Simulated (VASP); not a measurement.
# Ni3Ge: single point with r2SCAN

Crystal: Ni3Ge.

```
Ni Ge
1.0
     3.53033    0.00000    0.00000
     0.00000    3.53033    0.00000
     0.00000    0.00000    3.53033
Ni Ge
3 1
Direct
  0.50000 0.00000 0.50000
  0.00000 0.50000 0.50000
  0.50000 0.50000 0.00000
  0.00000 0.00000 0.00000
```

* Program: VASP 6.6.1
* Task: single point
* Functional: r2SCAN
* Potentials or basis: VASP PAW PBE potentials, release 64 (Ni, Ge_d)
* Cutoff: 520 eV
* k mesh: 12 × 12 × 12
* Occupations: methfessel-paxton, width 0.01 eV
* Spin: no spin polarisation

```yaml
Pressure: 0.8 GPa
Band_gap_on_the_k_mesh: zero (band 22 reaches 10.22 eV, above the bottom of band 23 at 9.96 eV)
```

Levels at points of the mesh, in eV from the Fermi level:
| k point | band 18 | band 19 | band 20 | band 21 | band 22 | band 23 | band 24 | band 25 | band 26 | band 27 |
| --- | --- | --- | --- | --- | --- | --- | --- | --- | --- | --- |
| (0.00, 0.00, 0.00) | -1.02 | -0.67 | -0.67 | -0.34 | 0.06 | 0.06 | 0.06 | 4.32 | 7.19 | 7.19 |
| (0.50, 0.00, 0.00) | -1.30 | -1.30 | -1.20 | -0.62 | 0.06 | 3.76 | 3.76 | 5.20 | 6.05 | 6.05 |
| (0.50, 0.50, 0.00) | -1.49 | -1.27 | -1.14 | -0.96 | -0.91 | 0.65 | 0.65 | 5.92 | 6.95 | 9.04 |
| (0.50, 0.50, 0.50) | -1.43 | -1.20 | -1.20 | -0.53 | -0.20 | -0.20 | -0.20 | 0.80 | 4.47 | 4.47 |

Wall time 2.7 min on 1 thread of Intel(R) Xeon(R) 6975P-C (Granite Rapids) (shared host), peak memory 0.23 GiB.

Caveat: the PAW data sets were made with another functional, which shifts forces and pressure a little. Spin polarisation is off, so any magnetic state and its effect on volume and gap are missing.
